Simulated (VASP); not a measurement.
# Sc3Al (P4/mmm) in VASP: single point with r2SCAN

Aim: the single point of Sc3Al with r2SCAN.

Program: VASP 6.6.1. These are calculated values, not measurements. Logs are shortened: lines on timing, memory, paths and dates and some standing lists are left out, and cuts for length are marked.

## 1. The cell of the first run

The structure is tetragonal, space group P4/mmm (No. 123). Conventional cell: a = 4.166 Å, b = 4.166 Å, c = 4.999 Å, α = 90.00°, β = 90.00°, γ = 90.00°. Within 3.9 Å of Sc (site symmetry mmm) lie 8 Sc at 2.95 to 3.25 Å and 4 Al at 3.25 Å. Sc (site symmetry 4/mmm) has 4 Al at 2.95 Å and 8 Sc at 3.25 Å within 3.9 Å. Within 3.9 Å of Al (site symmetry 4/mmm) lie 12 Sc at 2.95 to 3.25 Å.

## 2. Single point, r2SCAN

Contents of POSCAR:

```
Sc3Al
1.0
    4.1658764811      0.0000000000      0.0000000000
    0.0000000000      4.1658764811      0.0000000000
    0.0000000000      0.0000000000      4.9990517773
Sc Al
3 1
Direct
    0.5000000000      0.0000000000      0.5000000000
    0.0000000000      0.5000000000      0.5000000000
    0.5000000000      0.5000000000      0.0000000000
    0.0000000000      0.0000000000      0.0000000000
```

Contents of INCAR.step1:

```
SYSTEM = Sc3Al
PREC     = Accurate       ! precision mode
ENCUT    = 520            ! plane-wave cutoff, eV
ISMEAR   = 0              ! smearing method
SIGMA    = 0.15           ! smearing width, eV
LREAL    = .FALSE.        ! projectors in reciprocal space
LASPH    = .TRUE.         ! aspherical terms in the spheres
NELM     = 100            ! most SCF steps
NBANDS   = 26             ! bands
GGA      = PE             ! functional
ALGO     = Normal         ! electronic algorithm
EDIFF    = 1E-4           ! SCF threshold, eV
LWAVE    = .TRUE.         ! write WAVECAR
LCHARG   = .FALSE.        ! write CHGCAR
```

Contents of INCAR.step2:

```
SYSTEM = Sc3Al
PREC     = Accurate       ! precision mode
ENCUT    = 520            ! plane-wave cutoff, eV
EDIFF    = 1E-6           ! SCF threshold, eV
ISMEAR   = 0              ! smearing method
SIGMA    = 0.15           ! smearing width, eV
LREAL    = .FALSE.        ! projectors in reciprocal space
LASPH    = .TRUE.         ! aspherical terms in the spheres
NELM     = 100            ! most SCF steps
ALGO     = Normal         ! electronic algorithm
ISIF     = 2              ! what is computed and relaxed
LWAVE    = .FALSE.        ! write WAVECAR
LCHARG   = .FALSE.        ! write CHGCAR
METAGGA  = R2SCAN         ! meta-GGA
LMIXTAU  = .TRUE.       
NBANDS   = 26             ! bands
ISTART   = 1
```

Contents of KPOINTS:

```
regular mesh
0
G
  12 12 12
  0 0 0
```

Potentials or basis: VASP PAW PBE potentials, release 64 (Sc_sv, Al).

On the command line:

```
$ cat potpaw_PBE.64/Sc_sv/POTCAR potpaw_PBE.64/Al/POTCAR > POTCAR
$ cp INCAR.step1 INCAR
$ mpirun -np 1 vasp_std > vasp.out
$ cp INCAR.step2 INCAR
$ mpirun -np 1 vasp_std > vasp.out
```

OUTCAR:

```text
SYSTEM = Sc3Al
   PREC = Accurate
   ENCUT = 520
   EDIFF = 1E-6
   ISMEAR = 0
   LREAL = .FALSE.
   LASPH = .TRUE.
   NELM = 100
   ISIF = 2
   METAGGA = R2SCAN
   ISTART = 1

 ion  position               nearest neighbor table
   1  0.500  0.000  0.500-   2 2.95   2 2.95   2 2.95   2 2.95   4 3.25   3 3.25   3 3.25   3 3.25
                             4 3.25   4 3.25   4 3.25   3 3.25
   2  0.000  0.500  0.500-   1 2.95   1 2.95   1 2.95   1 2.95   4 3.25   3 3.25   4 3.25   4 3.25
                             4 3.25   3 3.25   3 3.25   3 3.25
   3  0.500  0.500  0.000-   4 2.95   4 2.95   4 2.95   4 2.95   2 3.25   1 3.25   2 3.25   1 3.25
                             2 3.25   1 3.25   2 3.25   1 3.25
   4  0.000  0.000  0.000-   3 2.95   3 2.95   3 2.95   3 2.95   2 3.25   2 3.25   2 3.25   2 3.25
                             1 3.25   1 3.25   1 3.25   1 3.25

  LATTYP: Found a simple tetragonal cell.
 ALAT       =     4.1658764811
 C/A-ratio  =     1.2000000000

  Lattice vectors:

 A1 = (   4.1658764811,   0.0000000000,   0.0000000000)
 A2 = (   0.0000000000,   4.1658764811,   0.0000000000)
 A3 = (   0.0000000000,   0.0000000000,   4.9990517773)

Analysis of symmetry for initial positions (statically):
=====================================================================
 Subroutine PRICEL returns:
 Original cell was already a primitive cell.

 Routine SETGRP: Setting up the symmetry group for a
 simple tetragonal supercell.

 Subroutine GETGRP returns: Found 16 space group operations
 (whereof 16 operations were pure point group operations)
 out of a pool of 16 trial point group operations.

The static configuration has the point symmetry D_4h.

Analysis of symmetry for dynamics (positions and initial velocities):
=====================================================================
 Subroutine PRICEL returns:
 Original cell was already a primitive cell.

 Routine SETGRP: Setting up the symmetry group for a
 simple tetragonal supercell.

 Subroutine GETGRP returns: Found 16 space group operations
 (whereof 16 operations were pure point group operations)
 out of a pool of 16 trial point group operations.

The dynamic configuration has the point symmetry D_4h.

 Subroutine INISYM returns: Found 16 space group operations
 (whereof 16 operations are pure point group operations),
 and found     1 'primitive' translations

[... 98 lines left out ...]
   EDIFF  = 0.1E-05   stopping-criterion for ELM
   LREAL  =      F    real-space projection
   EDIFFG = 0.1E-04   stopping-criterion for IOM
   NSW    =      0    number of steps for IOM
   IBRION =     -1    ionic relax: 0-MD 1-quasi-New 2-CG
   NFREE  =      0    steps in history (QN), initial steepest desc. (CG)
   ISIF   =      2    stress and relaxation
   ISYM   =      2    0-nonsym 1-usesym 2-fastsym
   POTIM  = 0.5000    time-step for ionic-motion
   TEBEG  =    0.0;   TEEND  =   0.0 temperature during run
   PSTRESS=    0.0 pullay stress
   NELECT =      36.0000    total number of electrons
   NUPDOWN=      -1.0000    fix difference up-down
   EMIN   =  10.00;   EMAX   =-10.00  energy-range for DOS
   EFERMI =   0.00;   METHOD = LEGACY
   ISMEAR =     0;   SIGMA  =   0.15  broadening in eV -4-tet -1-fermi 0-gaus
   EFERMI_NEDOS =   21; number of points for ismear=-14 and -15
   IALGO  =     38    algorithm
   IMIX   =      4    mixing-type and parameters
     AMIX     =   0.40;   BMIX     =  1.00
     AMIX_MAG =   1.60;   BMIX_MAG =  1.00
  volume/ion in A,a.u.               =      21.69       146.36
  Fermi-wavevector in a.u.,A,eV,Ry     =   1.221075  2.307496 20.286602  1.491023
  Thomas-Fermi vector in A             =   2.356270
   LORBIT       =      0    0 simple, 1 ext, 2 COOP (PROOUT), +10 PAW based schemes
   METAGGA = R2SCAN    functional components
   LHFCALC =     F    Hartree Fock is set to
   AEXX    =    0.0000 exact exchange contribution
   IVDW    =     0    specifies the selected vdW correction
   LEPSILON=     F    determine dielectric tensor
   LRPA    =     F    only Hartree local field effects (RPA)
 non-spin polarized calculation
 Gauss-broadening in eV      SIGMA  =   0.15
  energy-cutoff  :      520.00
  volume of cell :       86.76
 maximum number of plane-waves:      2356
 NGX is ok and might be reduce to    32
   NGX = 15   NGY = 15   NGZ = 19

 number of electron      35.9999997 magnetization

 Free energy of the ion-electron system (eV)
  ---------------------------------------------------
  ext. energy  EPLUGINS =         0.00000000
  ---------------------------------------------------
  free energy    TOTEN  =       -41.50056739 eV

  energy without entropy =      -41.43732377  energy(sigma->0) =      -41.46894558

 E-fermi :   4.7532     XC(G=0): -10.8185

 val. band max:        4.7502407146   @ k =   0.1667   0.1667   0.0833
 cond. band min:       4.7533117542   @ k =   0.4167   0.0833   0.0833
 fundamental gap:      0.0030710396
 Fermi energy:         4.7531515119

 k-point     1 :       0.0000    0.0000    0.0000
  band No.  band energies     occupation
      1     -46.8330      2.00000
      2     -46.6990      2.00000
      3     -46.6915      2.00000
      4     -24.7372      2.00000
      5     -24.7372      2.00000
      6     -24.6141      2.00000
[... 685 lines left out ...]
     25       7.6547      0.00000
     26       7.9229      0.00000

 [... further k-points ...]

------------------------ aborting loop because EDIFF is reached ----------------------------------------

  FORCE on cell =-STRESS in cart. coord.  units (eV):
  Direction    XX          YY          ZZ          XY          YZ          ZX
  --------------------------------------------------------------------------------------
  -------------------------------------------------------------------------------------
  Total        2.7273069      2.7273069     -4.1211500      0.0000000      0.0000000     -0.0000000
  in kB       50.3667785     50.3667785    -76.1076984      0.0000000      0.0000000     -0.0000000
  external PRESSURE =       8.2086195 kB  Pullay stress =       0.0000000 kB

 VOLUME and BASIS-vectors are now :
 -----------------------------------------------------------------------------
  energy-cutoff  :      520.00
  volume of cell :       86.76
      direct lattice vectors                 reciprocal lattice vectors
     4.165876481  0.000000000  0.000000000     0.240045523  0.000000000  0.000000000
     0.000000000  4.165876481  0.000000000     0.000000000  0.240045523  0.000000000
     0.000000000  0.000000000  4.999051777     0.000000000  0.000000000  0.200037936

 POSITION                                       TOTAL-FORCE (eV/Angst)
 -----------------------------------------------------------------------------------
      2.08294      0.00000      2.49953         0.000000      0.000000      0.000000
      0.00000      2.08294      2.49953         0.000000      0.000000      0.000000
      2.08294      2.08294      0.00000         0.000000      0.000000      0.000000
      0.00000      0.00000      0.00000         0.000000      0.000000      0.000000
 -----------------------------------------------------------------------------------
    total drift:                                0.000000     -0.000000     -0.000000

  FREE ENERGIE OF THE ION-ELECTRON SYSTEM (eV)
  ---------------------------------------------------
  free  energy   TOTEN  =       -41.5005673911 eV

  energy  without entropy=      -41.4373237741  energy(sigma->0) =      -41.46894558
```

Run time: 23 min. Hardware: 1 thread of Intel Xeon 8259CL, shared host; peak memory 0.47 GiB.

What came out:

| Quantity | Value |
| --- | --- |
| Free energy | -41.5006 eV |
| Pressure | 0.8 GPa |
| Band gap on the k mesh | zero (bands 18 and 19 overlap by 1.55 eV) |

Levels at points of the mesh, in eV from the Fermi level:
```tsv
k point	band 16	band 17	band 18	band 19	band 20	band 21
(0.00, 0.00, 0.00)	-0.89	-0.63	-0.28	-0.28	-0.20	1.46
(0.50, 0.00, 0.00)	-1.25	-0.37	0.06	0.20	0.54	1.29
(0.50, 0.50, 0.00)	-1.55	-1.20	-0.39	0.45	0.45	0.83
(0.00, 0.00, 0.50)	-0.36	-0.36	-0.01	0.18	0.75	1.40
(0.50, 0.00, 0.50)	-1.84	-0.56	0.36	0.61	0.74	1.37
(0.50, 0.50, 0.50)	-1.37	-1.35	-1.35	-1.12	0.38	1.13
```

Caveat: the PAW data sets were made with another functional, which shifts forces and pressure a little.
